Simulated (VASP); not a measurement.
Runs of VASP 6.6.1 on Mg. The structure is that of space group I4/mmm (No. 139), or close to it. The cells are those of the table. 

```csv
task,cell,k mesh for the DOS,occupations for the DOS,gap on the mesh (eV),pressure (GPa)
single point,"a = 3.066 Å, angles 107.2, 107.2, 114.2°, 1 atom",-,-,none,0.8
single point,"a = 3.040 Å, angles 107.2, 107.2, 114.2°, 1 atom",-,-,none,1.8
electric field gradients,"a = 3.092 Å, angles 107.2, 107.2, 114.2°, 1 atom",-,-,none,-0.2
electric field gradients,"a = 3.040 Å, angles 107.2, 107.2, 114.2°, 1 atom",-,-,none,1.8
single point,"a = 3.143 Å, angles 107.2, 107.2, 114.2°, 1 atom",-,-,none,-1.8
electric field gradients,"a = 3.118 Å, angles 107.2, 107.2, 114.2°, 1 atom",-,-,none,(a)
electric field gradients,"a = 3.066 Å, angles 107.2, 107.2, 114.2°, 1 atom",-,-,none,0.8
single point,"a = 3.118 Å, angles 107.2, 107.2, 114.2°, 1 atom",-,-,none,-1.1
electric field gradients,"a = 3.143 Å, angles 107.2, 107.2, 114.2°, 1 atom",-,-,none,-1.8
```

Alike in all rows: level PBEsol; potentials or basis VASP PAW PBE potentials, release 64 (Mg); no spin polarisation; k mesh 15 × 15 × 15; cutoff (eV) 520; smearing fermi-dirac 0.05 eV.

Estimate the missing entries.

(a) -1.0.

Caveats: the PAW data sets were made with another functional, which shifts forces and pressure a little.

A gap of «none» marks levels without a gap at the run's occupations.
